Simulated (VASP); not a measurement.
# C6F in VASP: further runs, part 2 of 2

VASP 6.6.1.

## Step 3: Single point, PBE

File INCAR:

```
SYSTEM = C6F
  ALGO = Normal
  DIPOL = 0.5 0.5 0.307
  EDIFF = 1E-7
  ENCUT = 520
  GGA = PE
  IDIPOL = 3
  ISIF = 2
  ISMEAR = 0
  LASPH = .TRUE.
  LCHARG = .TRUE.
  LDIPOL = .TRUE.
  LELF = .TRUE.
  LREAL = .FALSE.
  LVACPOTAV = .TRUE.
  LVHAR = .TRUE.
  LWAVE = .FALSE.
  NBANDS = 44
  NELM = 100
  PREC = Accurate
  SIGMA = 0.1
```

File KPOINTS:

```
k-points
0
G
  6 3 1
  0 0 0
```

File POSCAR:

```
C6F
1.0
    4.9326910638      0.0000000000      0.0000000000
   -1.2331727660      8.7858796651      0.0000000000
    0.0000000000      0.0000000000     22.7907133841
C F
12 2
Direct
    0.0197005045      0.0788020181      0.1755100831
    0.5197005045      0.0788020181      0.1755100831
    0.2746256306      0.0985025226      0.2058124647
    0.7746256306      0.0985025226      0.2058124647
    0.2844758829      0.1379035317      0.2664172279
    0.7844758829      0.1379035317      0.2664172279
    0.0392967069      0.1571967486      0.2959398808
    0.5392967069      0.1571967486      0.2959398808
    0.0496769807      0.1987213712      0.3592739175
    0.5496769807      0.1987213712      0.3592739175
    0.3040736564      0.2163109051      0.3857147091
    0.8040736564      0.2163109051      0.3857147091
    0.3040736564      0.1283938698      0.4629391457
    0.3040736564      0.3042279405      0.4629391457
```

Potentials or basis: VASP PAW PBE potentials, release 64 (C, F).

Run with:

```console
cat potpaw_PBE.64/C/POTCAR potpaw_PBE.64/F/POTCAR > POTCAR
mpirun -np 1 vasp_std > vasp.out
```

OUTCAR:

```text
SYSTEM = C6F
   EDIFF = 1E-7
   ENCUT = 520
   GGA = PE
   ISIF = 2
   ISMEAR = 0
   LASPH = .TRUE.
   LREAL = .FALSE.
   NELM = 100
   PREC = Accurate

 ion  position               nearest neighbor table
   1  0.020  0.079  0.176-   3 1.42   4 1.42
   2  0.520  0.079  0.176-   4 1.42   3 1.42
   3  0.275  0.099  0.206-   1 1.42   5 1.42   2 1.42
   4  0.775  0.099  0.206-   2 1.42   6 1.42   1 1.42
   5  0.284  0.138  0.266-   8 1.41   7 1.41   3 1.42
   6  0.784  0.138  0.266-   7 1.41   8 1.41   4 1.42
   7  0.039  0.157  0.296-   6 1.41   5 1.41   9 1.49
   8  0.539  0.157  0.296-   5 1.41   6 1.41  10 1.49
   9  0.050  0.199  0.359-  11 1.38  12 1.38   7 1.49
  10  0.550  0.199  0.359-  12 1.38  11 1.38   8 1.49
  11  0.304  0.216  0.386-   9 1.38  10 1.38  13 1.93  14 1.93
  12  0.804  0.216  0.386-  10 1.38   9 1.38
  13  0.304  0.128  0.463-  14 1.56  11 1.93
  14  0.304  0.304  0.463-  13 1.56  11 1.93

  LATTYP: Found a simple monoclinic cell.
 ALAT       =     4.9326910638
 B/A-ratio  =     4.6203407206
 C/A-ratio  =     1.7986126828
 COS(beta)  =    -0.1389960175

  Lattice vectors:

 A1 = (   4.9326910638,   0.0000000000,   0.0000000000)
 A2 = (   0.0000000000,   0.0000000000, -22.7907133841)
 A3 = (  -1.2331727660,   8.7858796651,   0.0000000000)

Analysis of symmetry for initial positions (statically):
=====================================================================
 Subroutine PRICEL returns:
 Original cell was already a primitive cell.

 Routine SETGRP: Setting up the symmetry group for a
 simple monoclinic supercell.

 Subroutine GETGRP returns: Found  1 space group operations
 (whereof  1 operations were pure point group operations)
 out of a pool of  4 trial point group operations.

The static configuration has the point symmetry C_1 .

Analysis of symmetry for dynamics (positions and initial velocities):
=====================================================================
 Subroutine PRICEL returns:
 Original cell was already a primitive cell.

 Routine SETGRP: Setting up the symmetry group for a
 simple monoclinic supercell.

 Subroutine GETGRP returns: Found  1 space group operations
 (whereof  1 operations were pure point group operations)
 out of a pool of  4 trial point group operations.

The dynamic configuration has the point symmetry C_1 .

 Subroutine INISYM returns: Found  1 space group operations
 (whereof  1 operations are pure point group operations),
 and found     1 'primitive' translations

----------------------------------------------------------------------------------------

                                     Primitive cell

  volume of cell :     987.7046

  direct lattice vectors                    reciprocal lattice vectors
     4.932691064  0.000000000  0.000000000     0.202729096  0.028454749  0.000000000
    -1.233172766  8.785879665  0.000000000     0.000000000  0.113818996  0.000000000
     0.000000000  0.000000000 22.790713384     0.000000000  0.000000000  0.043877521

[... 79 lines left out ...]
   ions per type =              12   2
   NGX,Y,Z   is equivalent  to a cutoff of  13.48, 13.12, 13.13 a.u.
   NGXF,Y,Z  is equivalent  to a cutoff of  26.96, 26.23, 26.26 a.u.
 SYSTEM =  C6F
   PREC   = accura    normal or accurate (medium, high low for compatibility)
   ISTART =      0    job   : 0-new  1-cont  2-samecut
   ICHARG =      2    charge: 1-file 2-atom 10-const
   ISPIN  =      1    spin polarized calculation?
   LNONCOLLINEAR =      F non collinear calculations
   LSORBIT =      F    spin-orbit coupling
   LASPH  =      T    aspherical Exc in radial PAW
   ENCUT  =  520.0 eV  38.22 Ry    6.18 a.u.   9.17 16.50 42.38*2*pi/ulx,y,z
   NELM   =    100;   NELMIN=  2; NELMDL= -5     # of ELM steps
   EDIFF  = 0.1E-06   stopping-criterion for ELM
   LREAL  =      F    real-space projection
   EDIFFG = 0.1E-05   stopping-criterion for IOM
   NSW    =      0    number of steps for IOM
   IBRION =     -1    ionic relax: 0-MD 1-quasi-New 2-CG
   NFREE  =      0    steps in history (QN), initial steepest desc. (CG)
   ISIF   =      2    stress and relaxation
   ISYM   =      2    0-nonsym 1-usesym 2-fastsym
   POTIM  = 0.5000    time-step for ionic-motion
   TEBEG  =    0.0;   TEEND  =   0.0 temperature during run
   PSTRESS=    0.0 pullay stress
   NELECT =      62.0000    total number of electrons
   NUPDOWN=      -1.0000    fix difference up-down
   EMIN   =  10.00;   EMAX   =-10.00  energy-range for DOS
   EFERMI =   0.00;   METHOD = LEGACY
   ISMEAR =     0;   SIGMA  =   0.10  broadening in eV -4-tet -1-fermi 0-gaus
   EFERMI_NEDOS =   21; number of points for ismear=-14 and -15
   IALGO  =     38    algorithm
   IMIX   =      4    mixing-type and parameters
     AMIX     =   0.40;   BMIX     =  1.00
     AMIX_MAG =   1.60;   BMIX_MAG =  1.00
  volume/ion in A,a.u.               =      70.55       476.10
  Fermi-wavevector in a.u.,A,eV,Ry     =   0.650623  1.229500  5.759494  0.423311
  Thomas-Fermi vector in A             =   1.719962
   LORBIT       =      0    0 simple, 1 ext, 2 COOP (PROOUT), +10 PAW based schemes
   GGA     = PE    functional components
   LHFCALC =     F    Hartree Fock is set to
   AEXX    =    0.0000 exact exchange contribution
   IVDW    =     0    specifies the selected vdW correction
   LEPSILON=     F    determine dielectric tensor
   LRPA    =     F    only Hartree local field effects (RPA)
 non-spin polarized calculation
 Gauss-broadening in eV      SIGMA  =   0.10
  energy-cutoff  :      520.00
  volume of cell :      987.70
 maximum number of plane-waves:     26638
 NGX is ok and might be reduce to    40
   NGX = 19   NGY = 33   NGZ = 85

 dipolmoment           0.000000      0.000000     -0.018365 electrons x Angstroem

 number of electron      62.0000002 magnetization

 dipolmoment           0.000000      0.000000      0.121416 electrons x Angstroem

 Free energy of the ion-electron system (eV)
  ---------------------------------------------------
  ext. energy  EPLUGINS =         0.00000000
  ---------------------------------------------------
  free energy    TOTEN  =      -101.68018270 eV

  energy without entropy =     -101.56708753  energy(sigma->0) =     -101.62363511

 E-fermi :  -4.9523     XC(G=0):  -2.0270

 val. band max:       -4.9606536941   @ k =   0.0000   0.3333   0.0000
 cond. band min:      -4.9509472727   @ k =   0.5000   0.3333   0.0000
 fundamental gap:      0.0097064214
 Fermi energy:        -4.9522731956

 k-point     1 :       0.0000    0.0000    0.0000
  band No.  band energies     occupation
      1     -30.2688      2.00000
      2     -26.2031      2.00000
      3     -23.8478      2.00000
      4     -22.2431      2.00000
      5     -19.8666      2.00000
      6     -19.7146      2.00000
[... 449 lines left out ...]
     42       1.4712      0.00000
     43       1.7288      0.00000
 [bands above 43 left out]

------------------------ aborting loop because EDIFF is reached ----------------------------------------

  FORCE on cell =-STRESS in cart. coord.  units (eV):
  Direction    XX          YY          ZZ          XY          YZ          ZX
  --------------------------------------------------------------------------------------
  -------------------------------------------------------------------------------------
  Total        0.9483956     10.4096219     -3.9384358     -1.3875829     -0.3828364     -0.0219306
  in kB        1.5384133     16.8856760     -6.3886231     -2.2508286     -0.6210073     -0.0355741
  external PRESSURE =       4.0118220 kB  Pullay stress =       0.0000000 kB

 VOLUME and BASIS-vectors are now :
 -----------------------------------------------------------------------------
  energy-cutoff  :      520.00
  volume of cell :      987.70
      direct lattice vectors                 reciprocal lattice vectors
     4.932691064  0.000000000  0.000000000     0.202729096  0.028454749  0.000000000
    -1.233172766  8.785879665  0.000000000     0.000000000  0.113818996  0.000000000
     0.000000000  0.000000000 22.790713384     0.000000000  0.000000000  0.043877521

 POSITION                                       TOTAL-FORCE (eV/Angst)
 -----------------------------------------------------------------------------------
     -0.00000      0.69235      4.00000        -0.280924      0.403510      1.657093
      2.46635      0.69235      4.00000         0.280126      0.393118      1.656264
      1.23317      0.86543      4.69061         0.000748     -0.838808     -3.425413
      3.69952      0.86543      4.69061        -0.001039     -0.629533     -2.506831
      1.23317      1.21160      6.07184        -0.004849      0.279629      1.104831
      3.69952      1.21160      6.07184         0.007780      0.334916      1.260943
     -0.00001      1.38111      6.74468         0.337994      0.184197      0.516328
      2.46633      1.38111      6.74468        -0.340827      0.239719      0.509309
     -0.00002      1.74594      8.18811        -1.036626     -0.115640     -0.166747
      2.46633      1.74594      8.18811         1.085159     -0.009473     -0.209294
      1.23315      1.90048      8.79071        -0.055230     -0.442132      1.201460
      3.69950      1.90048      8.79071         0.001300      0.267798      0.621424
      1.34157      1.12805     10.55071         0.896093     -6.890052     -0.825295
      1.12474      2.67291     10.55071        -0.889707      6.822751     -1.394072
 -----------------------------------------------------------------------------------
    total drift:                                0.002313      0.000459      0.001108

  FREE ENERGIE OF THE ION-ELECTRON SYSTEM (eV)
  ---------------------------------------------------
  free  energy   TOTEN  =      -101.6801826954 eV

  energy  without entropy=     -101.5670875322  energy(sigma->0) =     -101.62363511

 vacuum level on the upper side and lower side of the slab         1.742         1.235
```

It took 13 min on 1 thread of Intel Xeon 6975P-C (Granite Rapids), shared host; peak memory 1.1 GiB.

What came out:

- Free energy: -101.6802 eV
- Largest force: 7.020 eV/Å
- Band gap on the k mesh: zero (bands 31 and 32 overlap by 0.01 eV)

Forces in eV/Å, atoms in the order of the input:
```
C   -0.281  0.404  1.657
C    0.280  0.393  1.656
C    0.001 -0.839 -3.425
C   -0.001 -0.630 -2.507
C   -0.005  0.280  1.105
C    0.008  0.335  1.261
C    0.338  0.184  0.516
C   -0.341  0.240  0.509
C   -1.037 -0.116 -0.167
C    1.085 -0.009 -0.209
C   -0.055 -0.442  1.201
C    0.001  0.268  0.621
F    0.896 -6.890 -0.825
F   -0.890  6.823 -1.394
```

Levels at points of the mesh, in eV from the Fermi level:
```tsv
k point	band 29	band 30	band 31	band 32	band 33	band 34
(0.00, 0.00, 0.00)	-0.44	-0.31	-0.01	0.01	0.30	0.93
(0.50, 0.00, 0.00)	-1.60	-0.11	-0.05	0.00	0.06	0.96
```

## Step 4: Single point, PBE

File INCAR:

```
SYSTEM = C6F
PREC     = Accurate       ! precision mode
ENCUT    = 520            ! plane-wave cutoff, eV
EDIFF    = 1E-6           ! SCF threshold, eV
ISMEAR   = 0              ! smearing method
SIGMA    = 0.1            ! smearing width, eV
LREAL    = .False.        ! projectors in reciprocal space
LASPH    = .True.         ! aspherical terms in the spheres
NELM     = 80             ! most SCF steps
ALGO     = Normal         ! electronic algorithm
ISIF     = 2              ! what is computed and relaxed
LWAVE    = .False.        ! write WAVECAR
LCHARG   = .True.         ! write CHGCAR
LDIPOL   = .True.       
IDIPOL   = 3            
DIPOL    = 0.5 0.5 0.305
GGA      = PE             ! functional
LELF     = .True.         ! ELF
LVHAR    = .True.       
LVACPOTAV= .True.       
NBANDS   = 44             ! bands
```

File KPOINTS:

```
Automatic mesh
0
Gamma
  6 3 1
  0 0 0
```

Changes to POSCAR since step 3:

```diff
@@ -20,3 +20,3 @@
     0.8040736564      0.2163109051      0.3857147091
-    0.3040736564      0.1283938698      0.4629391457
-    0.3040736564      0.3042279405      0.4629391457
+    0.3040736564      0.1161080277      0.4488983391
+    0.3040736564      0.3165137826      0.4488983391
```

Potentials or basis: VASP PAW PBE potentials, release 64 (C, F).

Run with:

```console
cat potpaw_PBE.64/C/POTCAR potpaw_PBE.64/F/POTCAR > POTCAR
mpirun -np 1 vasp_std > vasp.out
```

OUTCAR:

```text
SYSTEM = C6F
   PREC = Accurate
   ENCUT = 520
   EDIFF = 1E-6
   ISMEAR = 0
   LREAL = .False.
   LASPH = .True.
   NELM = 80
   ISIF = 2
   GGA = PE

 ion  position               nearest neighbor table
   1  0.020  0.079  0.176-   3 1.42   4 1.42
   2  0.520  0.079  0.176-   4 1.42   3 1.42
   3  0.275  0.099  0.206-   1 1.42   5 1.42   2 1.42
   4  0.775  0.099  0.206-   2 1.42   6 1.42   1 1.42
   5  0.284  0.138  0.266-   8 1.41   7 1.41   3 1.42
   6  0.784  0.138  0.266-   7 1.41   8 1.41   4 1.42
   7  0.039  0.157  0.296-   6 1.41   5 1.41   9 1.49
   8  0.539  0.157  0.296-   5 1.41   6 1.41  10 1.49
   9  0.050  0.199  0.359-  11 1.38  12 1.38   7 1.49
  10  0.550  0.199  0.359-  12 1.38  11 1.38   8 1.49
  11  0.304  0.216  0.386-   9 1.38  10 1.38  13 1.69  14 1.69
  12  0.804  0.216  0.386-  10 1.38   9 1.38
  13  0.304  0.116  0.449-  11 1.69  14 1.78
  14  0.304  0.317  0.449-  11 1.69  13 1.78

[... 669 lines left out ...]

  FORCE on cell =-STRESS in cart. coord.  units (eV):
  Direction    XX          YY          ZZ          XY          YZ          ZX
  --------------------------------------------------------------------------------------
  -------------------------------------------------------------------------------------
  Total        1.5434640      7.9403455     -7.1532720     -0.7630455     -1.0043315     -0.0124448
  in kB        2.5036868     12.8802086    -11.6034794     -1.2377529     -1.6291481     -0.0201869
  external PRESSURE =       1.2601387 kB  Pullay stress =       0.0000000 kB

 VOLUME and BASIS-vectors are now :
 -----------------------------------------------------------------------------
  energy-cutoff  :      520.00
  volume of cell :      987.70
      direct lattice vectors                 reciprocal lattice vectors
     4.932691064  0.000000000  0.000000000     0.202729096  0.028454749  0.000000000
    -1.233172766  8.785879665  0.000000000     0.000000000  0.113818996  0.000000000
     0.000000000  0.000000000 22.790713384     0.000000000  0.000000000  0.043877521

 POSITION                                       TOTAL-FORCE (eV/Angst)
 -----------------------------------------------------------------------------------
     -0.00000      0.69235      4.00000        -0.039135      0.501784      2.013757
      2.46635      0.69235      4.00000         0.038218      0.457827      2.019232
      1.23317      0.86543      4.69061         0.000381     -0.864405     -3.657400
      3.69952      0.86543      4.69061        -0.000700     -0.777194     -3.136973
      1.23317      1.21160      6.07184        -0.011777      0.365497      1.446704
      3.69952      1.21160      6.07184         0.014953      0.281833      1.226947
     -0.00001      1.38111      6.74468        -0.152978      0.211273      0.693185
      2.46633      1.38111      6.74468         0.145538      0.285605      0.699401
     -0.00002      1.74594      8.18811        -1.660173     -0.098513     -1.190592
      2.46633      1.74594      8.18811         1.766857      0.243494     -1.284021
      1.23315      1.90048      8.79071        -0.145708     -0.282793      6.682424
      3.69950      1.90048      8.79071         0.011978     -0.135673     -0.720670
      1.35672      1.02011     10.23071         0.441078     -4.759191     -1.827953
      1.10959      2.78085     10.23071        -0.408532      4.570456     -2.964041
 -----------------------------------------------------------------------------------
    total drift:                                0.002427     -0.000475      0.000432

  FREE ENERGIE OF THE ION-ELECTRON SYSTEM (eV)
  ---------------------------------------------------
  free  energy   TOTEN  =      -104.2235117042 eV

  energy  without entropy=     -104.1384733648  energy(sigma->0) =     -104.18099253

 vacuum level on the upper side and lower side of the slab         2.231         0.748
```

OSZICAR:

```text
N       E                     dE             d eps       ncg     rms          rms(c)
DAV:   1     0.570524511668E+03    0.57052E+03   -0.21512E+04  1032   0.998E+02
DAV:   2     0.163447244753E+02   -0.55418E+03   -0.52209E+03  1408   0.227E+02
DAV:   3    -0.106308017436E+03   -0.12265E+03   -0.12061E+03  1044   0.117E+02
DAV:   4    -0.111034902595E+03   -0.47269E+01   -0.46345E+01  1096   0.285E+01
[... 24 lines left out ...]
DAV:  29    -0.104223505349E+03   -0.89643E-05   -0.18512E-06   744   0.285E-03    0.549E-03
DAV:  30    -0.104223507986E+03   -0.26373E-05   -0.69487E-07   680   0.163E-03    0.281E-03
DAV:  31    -0.104223509993E+03   -0.20065E-05   -0.26443E-07   680   0.112E-03    0.146E-03
DAV:  32    -0.104223511193E+03   -0.12003E-05   -0.95127E-08   652   0.761E-04    0.332E-04
DAV:  33    -0.104223511704E+03   -0.51138E-06   -0.48696E-08   644   0.508E-04
   1 F= -.10422351E+03 E0= -.10418099E+03  d E =-.850383E-01
```

Wall time 14 min (1 thread of Intel Xeon 6975P-C (Granite Rapids), shared host); peak memory 1.1 GiB.

Results:

* Free energy: -104.2235 eV
* Largest force: 6.690 eV/Å
* Band gap on the k mesh: 0.03 eV

Forces on the atoms (eV/Å):
```
C   -0.039  0.502  2.014
C    0.038  0.458  2.019
C    0.000 -0.864 -3.657
C   -0.001 -0.777 -3.137
C   -0.012  0.365  1.447
C    0.015  0.282  1.227
C   -0.153  0.211  0.693
C    0.146  0.286  0.699
C   -1.660 -0.099 -1.191
C    1.767  0.243 -1.284
C   -0.146 -0.283  6.682
C    0.012 -0.136 -0.721
F    0.441 -4.759 -1.828
F   -0.409  4.570 -2.964
```

Levels at points of the mesh, in eV from the valence-band top:
```
           k point  band 28  band 29  band 30  band 31  band 32  band 33  band 34  band 35
(0.00, 0.00, 0.00)    -1.48    -0.30    -0.24    -0.02     0.42     1.08     1.45     2.68
(0.50, 0.00, 0.00)    -1.26    -0.61    -0.04     0.00     0.03     0.13     3.20     3.39
```

Caveat: the smearing spreads over this small gap; semilocal functionals underestimate gaps, and a narrow one can read as zero.

## Step 5: Overview

```tsv
cell	gap on the mesh (eV)	largest force (eV/Å)
as given, atomic positions A	none	18.06
as given, atomic positions B	none	7.02
as given, atomic positions C	0.03	6.69
```

Alike in all rows: task single point; level PBE; potentials or basis VASP PAW PBE potentials, release 64 (C, F); no spin polarisation; k mesh 6 × 3 × 1; cutoff (eV) 520; smearing gaussian 0.1 eV.

Caveats: the smearing spreads over this small gap (at least some runs); semilocal functionals underestimate gaps, and a narrow one can read as zero (at least some runs).

Absolute energies hang on the potentials; compare differences alone.

The gap in the log of VASP goes by the Fermi energy; the results here count the filled bands.